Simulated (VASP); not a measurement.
Here is a VASP 6.6.1 calculation.

Contents of INCAR:

```
PREC = Accurate ; ENCUT = 520
EDIFF = 1E-6 ; ISMEAR = 0
SIGMA = 0.15 ; LREAL = False
LASPH = True ; NELM = 60
ALGO = Normal ; ISIF = 2
LWAVE = False ; LCHARG = False
GGA = PS ; NBANDS = 11
```

KPOINTS

```
regular mesh
0
Gamma
  14 14 14
```

POSCAR

```
Ca
1.0
    0.0000000000      2.7522870000      2.8780260000
    2.7522870000      0.0000000000      2.8780260000
    2.7522870000      2.7522870000      0.0000000000
Ca
1
Direct
    0.0000000000      0.0000000000      0.0000000000
```

Potentials or basis: VASP PAW PBE potentials, release 64 (Ca_sv).

Run with:

```bash
$ cat potpaw_PBE.64/Ca_sv/POTCAR > POTCAR
$ mpirun -np 1 vasp_std > vasp.out
```

Question: Estimate the band gap on the k mesh.

Answer: Zero (band 5 reaches 1.96 eV, above the bottom of band 6 at 1.59 eV).

Question: Estimate the pressure.

Answer: -1.2 GPa.

Stress tensor (GPa, compression positive):
```
-1.02  0.00  0.00
 0.00 -1.02  0.00
 0.00  0.00 -1.44
```

Caveat: the cell differs from its parent crystal (strain -0.015 along x and y, +0.030 along z); the PAW data sets were made with another functional, which shifts forces and pressure a little.
